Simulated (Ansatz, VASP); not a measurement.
## One calculation of Pb, two programs

```
Pb
1.0
     3.48000    0.03480    0.03480
    -1.70986    2.99637    0.01274
     0.05590    0.05590    5.59000
Pb
2
Direct
  0.33333 0.66667 0.25000
  0.66667 0.33333 0.75000
```

Change from the starting cell: equal xy, yz and zx shear strains of +2 %.

Alike in both runs: task single point; functional PBE; k mesh 12 × 12 × 7; occupations fermi-dirac, width 0.05 eV; no spin polarisation.

|  | VASP | Ansatz |
| --- | --- | --- |
| version | VASP 6.6.1 | Ansatz 0.2.0 |
| potentials or method | VASP PAW PBE potentials, release 64 (Pb_d), cutoff 520 eV | all-electron LAPW, scalar-relativistic |

```csv
,VASP,Ansatz,Ansatz less VASP
pressure (GPa),4.0,4.0,+0.06
"traceless stress, the component that is largest in VASP (GPa)",0.32,0.30,-0.023
rms of the force components (eV/Å),0.004,0.004,0.0000
```

Atom by atom the forces differ by 0.000 eV/Å (rms over components). Ansatz ran all-electron here, and VASP with PAW potentials.

Neither program's run includes spin-orbit coupling.
